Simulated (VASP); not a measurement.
Write the native input for VASP 6.6.1 that does the following.

* Task: single point
* Functional: PBEsol
* Potentials or basis: VASP PAW PBE potentials, release 64 (Ba_sv, Zr_sv, O_h)
* Cutoff: 1340 eV
* k mesh: 6 × 6 × 6
* Occupations: gaussian, width 0.02 eV
* Spin: no spin polarisation
* Dipole correction: no
* Further INCAR settings: ALGO = Normal; EDIFF = 1e-06; NBANDS = 28

The structure of BaZrO3 lies in POSCAR:

```
BaZrO3
1.0
    4.1806569797      0.0000000000      0.0000000000
    0.0000000000      4.1806569797      0.0000000000
    0.0000000000      0.0000000000      4.1806569797
Ba Zr O
1 1 3
Direct
    0.0000000000      0.0000000000      0.0000000000
    0.5000000000      0.5000000000      0.5000000000
    0.5000000000      0.0000000000      0.5000000000
    0.5000000000      0.5000000000      0.0000000000
    0.0000000000      0.5000000000      0.5000000000
```

These files were run (other wordings do the same):

INCAR

```
SYSTEM = BaZrO3
PREC = Accurate
ENCUT = 1340
EDIFF = 1E-6
ISMEAR = 0
SIGMA = 0.02
LREAL = .False.
LASPH = .True.
NELM = 120
ALGO = Normal
ISIF = 2
LWAVE = .False.
LCHARG = .True.
GGA = PS
LELF = .True.
LVHAR = .True.
NBANDS = 28
GGA_COMPAT = .False.
```

KPOINTS

```
Automatic mesh
0
Gamma
  6 6 6
  0 0 0
```

Potentials or basis: VASP PAW PBE potentials, release 64 (Ba_sv, Zr_sv, O_h).

Run with:

```sh
$ cat potpaw_PBE.64/Ba_sv/POTCAR potpaw_PBE.64/Zr_sv/POTCAR potpaw_PBE.64/O_h/POTCAR > POTCAR
$ mpirun -np 1 vasp_std > vasp.out
```

Results of the run:

```
Pressure               : 1.0 GPa
Band gap on the k mesh : 3.13 eV (least direct gap 3.34 eV)
```

Caveat: the PAW data sets were made with another functional, which shifts forces and pressure a little; spin-orbit coupling is left out, which moves the levels of the heavy elements.

It took 4.7 min on 1 thread of AMD EPYC 7R43 64-Core Processor (Zen 3), on a shared host, peak memory 0.39 GiB.
